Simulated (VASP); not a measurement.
## ScAl2: single point with r2SCAN

The system is ScAl2.

```
Sc Al
1.0
     0.00000    3.77959    3.77959
     3.77959    0.00000    3.77959
     3.77959    3.77959    0.00000
Sc Al
2 4
Direct
  0.50000 0.50000 0.50000
  0.75000 0.75000 0.75000
  0.12500 0.12500 0.12500
  0.62500 0.12500 0.12500
  0.12500 0.62500 0.12500
  0.12500 0.12500 0.62500
```

```json
{"Program": "VASP 6.6.1", "Task": "single point", "Functional": "r2SCAN", "Potentials or basis": "VASP PAW PBE potentials, release 64 (Sc_sv, Al)", "Cutoff": "520 eV", "k mesh": "4 × 4 × 4", "Occupations": "fermi-dirac, width 0.05 eV", "Spin": "no spin polarisation"}
```

```yaml
Pressure: 0.0 GPa
Band_gap_on_the_k_mesh: zero (band 17 reaches 7.30 eV, above the bottom of band 18 at 4.72 eV)
```

Levels at points of the mesh, in eV from the Fermi level:
```csv
k point,band 13,band 14,band 15,band 16,band 17,band 18,band 19,band 20,band 21,band 22
"(0.00, 0.00, 0.00)",-2.88,-2.63,-2.63,-2.63,-1.93,-1.93,0.29,2.10,2.10,2.10
"(0.50, 0.00, 0.00)",-3.95,-2.21,-2.21,-0.47,-0.27,-0.27,1.67,1.67,1.86,2.69
"(0.50, 0.50, 0.00)",-3.94,-3.94,0.18,0.18,0.64,0.64,0.77,0.77,0.97,0.97
```

Wall time 2.3 min on 1 thread of Intel(R) Xeon(R) Platinum 8488C (Sapphire Rapids) (shared host), peak memory 0.26 GiB.

Caveat: the PAW data sets were made with another functional, which shifts forces and pressure a little.
